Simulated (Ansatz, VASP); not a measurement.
# One calculation of Si, two programs

```
Si
1.0
    -2.62900    0.00000    0.00000
    -1.31450   -2.27678    0.00000
     0.00000    0.00000    9.82520
Si
4
Direct
  0.00000 0.00000 0.88836
  0.00000 0.00000 0.12691
  0.00000 0.00000 0.38073
  0.00000 0.00000 0.63454
```

Alike in both runs: task single point; functional r2SCAN; k mesh 26 × 26 × 6; occupations gaussian, width 0.15 eV; no spin polarisation.

```csv
,VASP,Ansatz
version,VASP 6.6.1,Ansatz 0.2.0
potentials or method,"VASP PAW PBE potentials, release 64 (Si), cutoff 520 eV","scalar-relativistic, plane waves, PAW"
valence electrons in the cell,16,16
```

VASP gave:

```
gap on the k mesh at the Fermi level (eV)                     : none
pressure (GPa)                                                : 2.3
traceless stress, the component that is largest in VASP (GPa) : 1.35
rms of the force components (eV/Å)                            : 0.338
```

Q: Estimate Ansatz's values.

A: gap on the k mesh at the Fermi level (eV): none; pressure (GPa): 2.3; traceless stress, the component that is largest in VASP (GPa): 1.43; rms of the force components (eV/Å): 0.339.

VASP's potentials were made for PBE, not for r2SCAN. Atom by atom the forces differ by 0.002 eV/Å (rms over components). A gap of «none» marks a metal or a gap that the smearing closes. The functional is the same, so the differences come from potentials, cutoffs and numerics.
